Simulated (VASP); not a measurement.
## Na6PS3: relaxation of cell and atoms with PBE

Crystal: Na6PS3.

```
Na P S
1.0
    -3.76838    3.76838    3.76838
     3.76838   -3.76838    3.76838
     3.76838    3.76838   -3.76838
Na P S
6 1 3
Direct
  0.00000 0.26508 0.26508
  0.00000 0.73492 0.73492
  0.26508 0.00000 0.26508
  0.73492 0.00000 0.73492
  0.26508 0.26508 0.00000
  0.73492 0.73492 0.00000
  0.00000 0.00000 0.00000
  0.00000 0.50000 0.50000
  0.50000 0.00000 0.50000
  0.50000 0.50000 0.00000
```

The cell was built from a structure type or drawn by symmetry, and may not be a known phase.

```
Program                : VASP 6.6.1
Task                   : relaxation of cell and atoms
Functional             : PBE
Potentials or basis    : VASP PAW PBE potentials, release 64 (Na_pv, P, S)
Cutoff                 : 600 eV
k mesh                 : 4 × 4 × 4
Occupations            : gaussian, width 0.1 eV
Spin                   : no spin polarisation
Dipole correction      : no
Further INCAR settings : ALGO = Normal; EDIFF = 1e-06; IBRION = 2; EDIFFG = -0.04; NSW = 90; ISIF = 3
```

```yaml
Relaxed_volume: 60.58 Å³/atom
Relaxed_cell: a = 9.232 Å, b = 9.232 Å, c = 9.232 Å, α = 109.47°, β = 109.47°, γ = 109.47°
Space_group_after_relaxing_to_0.1_Å: Im-3m (No. 229)
Energy_gained_by_relaxing: 3275.5 meV/atom
Ionic_steps: 8
Pressure_after_relaxing: 0.0 GPa
Largest_force_after_relaxing: 0.012 eV/Å
Band_gap_on_the_k_mesh: zero (an odd number of electrons rules out a gap without spin polarisation)
```

Forces in eV/Å, atoms in the order of the input:
```
Na  -0.012  0.000  0.000
Na   0.012  0.000  0.000
Na   0.000 -0.012  0.000
Na   0.000  0.012  0.000
Na   0.000  0.000 -0.012
Na   0.000  0.000  0.012
P    0.000  0.000  0.000
S    0.000  0.000  0.000
S    0.000  0.000  0.000
S    0.000  0.000  0.000
```

The path:
| step | energy change (eV) | largest force (eV/Å) | pressure (GPa) | volume (Å³) |
| --- | --- | --- | --- | --- |
| 1 | 0.0000 | 4.8167 | 60.72 | 214.05 |
| 2 | -31.4649 | 1.7272 | 1.06 | 576.53 |
| 3 | -31.4779 | 1.6886 | 0.90 | 586.75 |
| 4 | -32.2129 | 0.9828 | 0.11 | 611.60 |
| 5 | -32.6042 | 0.3210 | -0.57 | 648.74 |
| 6 | -32.6131 | 0.2508 | -0.64 | 654.10 |
| 7 | -32.7285 | 0.1195 | -0.30 | 626.05 |
| 8 | -32.7555 | 0.0116 | 0.00 | 605.76 |

Final structure:
```xyz
10
Lattice="-5.3303 5.3303 5.3303 5.3303 -5.3303 5.3303 5.3303 5.3303 -5.3303" Properties=species:S:1:pos:R:3 pbc="T T T"
Na    2.7625    0.0000    0.0000
Na    7.8980    0.0000    0.0000
Na    5.3303   -2.5678    5.3303
Na    5.3303    2.5678    5.3303
Na    0.0000    0.0000    2.7625
Na    0.0000    0.0000    7.8980
P     5.3303   -5.3303    5.3303
S     5.3303    0.0000    0.0000
S     5.3303    0.0000    5.3303
S     0.0000    0.0000    5.3303
```

Levels at points of the mesh, in eV from the Fermi level:
```csv
k point,band 30,band 31,band 32,band 33,band 34,band 35,band 36,band 37
"(0.00, 0.00, 0.00)",-0.07,-0.07,0.05,0.05,0.05,2.24,3.94,3.94
"(0.50, 0.00, 0.00)",-0.12,-0.10,-0.09,-0.05,0.03,2.92,3.65,4.04
"(0.50, 0.50, 0.50)",-0.04,-0.04,0.03,0.03,0.03,3.06,4.11,4.11
```

It took 7.9 min on 1 thread of AMD EPYC 9R45 96-Core Processor (Zen 5) (shared host), peak memory 0.42 GiB.

Caveat: the volume moved by over 15 % at a fixed basis, so the end points are rough.
